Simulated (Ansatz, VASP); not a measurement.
**Two plane-wave programs on Cd**

```
CELL_PARAMETERS angstrom
2.88186 0.00000 0.00000
-1.44093 2.49577 0.00000
0.00000 0.00000 5.63837
ATOMIC_POSITIONS crystal
Cd 0.33333 0.66667 0.25000
Cd 0.66667 0.33333 0.75000
```

Alike in both runs: task single point; functional LDA; k mesh 13 × 13 × 6; occupations fermi-dirac, width 0.1 eV; no spin polarisation.

|  | VASP | Ansatz |
| --- | --- | --- |
| version | VASP 6.6.1 | Ansatz 0.2.0 |
| potentials or method | VASP PAW LDA potentials, release 64 (Cd_sv_GW), cutoff 630 eV | plane waves (420 eV) with PAW, scalar-relativistic |
| valence electrons in the cell | 40 | 40 |

Ansatz gave:

* pressure (GPa): 0.1
* traceless stress, the component that is largest in VASP (GPa): -1.90

Question: Estimate VASP's values.

Answer: Pressure (GPa): 0.0; traceless stress, the component that is largest in VASP (GPa): -2.05.

Ansatz warns that its potentials were made for another functional, while VASP's fit it. LDA's correlation is that of Perdew and Zunger in VASP and of Perdew and Wang (1992) in Ansatz.
